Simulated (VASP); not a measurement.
Input of a VASP 6.6.1 run:

File INCAR:

```
SYSTEM = HgPd
  PREC = Accurate
  ENCUT = 520
  EDIFF = 1E-7
  ISMEAR = -1
  SIGMA = 0.15
  LREAL = .False.
  LASPH = .True.
  NELM = 100
  ALGO = Fast
  ISIF = 2
  LWAVE = .False.
  LCHARG = .False.
  NBANDS = 18
```

KPOINTS

```
regular mesh
0
Gamma
  14 14 12
  0 0 0
```

Contents of POSCAR:

```
HgPd
1.0
    3.0127427987      0.0000000000      0.0000000000
    0.0000000000      3.0127427987      0.0000000000
    0.0000000000      0.0000000000      3.6964947129
Hg Pd
1 1
Direct
    0.0000000000      0.0000000000      0.0000000000
    0.5000000000      0.5000000000      0.5000000000
```

Potentials or basis: VASP PAW LDA potentials, release 64 (Hg, Pd).

The run is started by

```sh
$ cat potpaw_LDA.64/Hg/POTCAR potpaw_LDA.64/Pd/POTCAR > POTCAR
$ mpirun -np 1 vasp_std > vasp.out
```

Question: Estimate the pressure.

Answer: -1.5 GPa.

Question: Predict the band gap on the k mesh.

Answer: Zero (bands 11 and 12 overlap by 3.95 eV).

Stress tensor (GPa, compression positive):
```
-1.49  0.00  0.00
 0.00 -1.49  0.00
 0.00  0.00 -1.39
```

Caveat: spin-orbit coupling is left out, which moves the levels of the heavy elements.
